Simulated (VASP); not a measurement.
Crystal: VO2.

```
V O
1.0
     4.53705    0.00000    0.00000
     0.00000    4.53705    0.00000
     0.00000    0.00000    3.06461
V O
2 4
Direct
  0.50000 0.50000 0.50000
  0.00000 0.00000 0.00000
  0.20036 0.79964 0.50000
  0.79964 0.20036 0.50000
  0.70036 0.70036 0.00000
  0.29964 0.29964 0.00000
```

Base run:

```yaml
Program: VASP 6.6.1
Functional: RPBE
Potentials_or_basis: VASP PAW PBE potentials, release 64 (V_sv, O)
Cutoff: 600 eV
k_mesh: 6 × 6 × 9
Occupations: fermi-dirac, width 0.05 eV
Spin: collinear spin, ferromagnetic start
Starting_moments: "[2.0, 2.0, 0.0, 0.0, 0.0, 0.0] μB"
```

Its results: band gap on the k mesh zero (filled and empty bands overlap); pressure -7.1 GPa; net moment 2.00 μB per cell; site moments V +1.11; O -0.08 μB; largest force 0.224 eV/Å.

The run is repeated on the same cell with these changes: functional from RPBE to PBE exchange alone. What comes out?

Band gap on the k mesh zero (filled and empty bands overlap); pressure 7.7 GPa; net moment 2.00 μB per cell; site moments V +1.16; O -0.10 μB; largest force 0.154 eV/Å.

Caveats: semilocal functionals often make such compounds metallic where correlation or magnetic order opens a gap, which also shifts bond lengths; the stress differs along the axes, from -18 to -2 GPa (at least some runs); the PAW data sets were made with another functional, which shifts forces and pressure a little (at least some runs); the stress differs along the axes, from -1 to 12 GPa (at least some runs).
